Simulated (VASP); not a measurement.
Wanted: the native input for a VASP 6.6.1 run.

```yaml
Task: single point
Functional: PBE
Potentials_or_basis: VASP PAW PBE potentials, release 64 (Hf_pv, O)
Cutoff: 520 eV
k_mesh: 6 × 6 × 8
Occupations: gaussian, width 0.02 eV
Spin: no spin polarisation
Dipole_correction: no
Further_INCAR_settings: ALGO = Normal; EDIFF = 1e-06; NBANDS = 31
```

The structure of HfO2 lies in POSCAR:

```
HfO2
1.0
    4.8446021216      0.0000000000      0.0000000000
    0.0000000000      4.8446021216      0.0000000000
    0.0000000000      0.0000000000      3.2248416364
Hf O
2 4
Direct
    0.0000000000      0.0000000000      0.0000000000
    0.5000000000      0.5000000000      0.5000000000
    0.1950519075      0.8049480925      0.5000000000
    0.3049480925      0.3049480925      0.0000000000
    0.6950519075      0.6950519075      0.0000000000
    0.8049480925      0.1950519075      0.5000000000
```

These files were run (other wordings do the same):

INCAR

```
SYSTEM = HfO2
ALGO = Normal
EDIFF = 1E-6
ENCUT = 520
GGA = PE
ISIF = 2
ISMEAR = 0
LASPH = .TRUE.
LCHARG = .FALSE.
LREAL = .FALSE.
LWAVE = .FALSE.
NBANDS = 31
NELM = 60
PREC = Accurate
SIGMA = 0.02
```

KPOINTS

```
k-points
0
G
  6 6 8
  0 0 0
```

Potentials or basis: VASP PAW PBE potentials, release 64 (Hf_pv, O).

The run is started by

```bash
$ cat potpaw_PBE.64/Hf_pv/POTCAR potpaw_PBE.64/O/POTCAR > POTCAR
$ mpirun -np 1 vasp_std > vasp.out
```

It gave:

| Item | Value |
| --- | --- |
| Pressure | 1.1 GPa |
| Largest force | 0.044 eV/Å |
| Band gap on the k mesh | 3.90 eV |

Caveat: spin-orbit coupling is left out, which moves the levels of the heavy elements.

It took 2 min on 1 thread of Intel Xeon 8259CL, with other jobs on the host, peak memory 0.24 GiB.
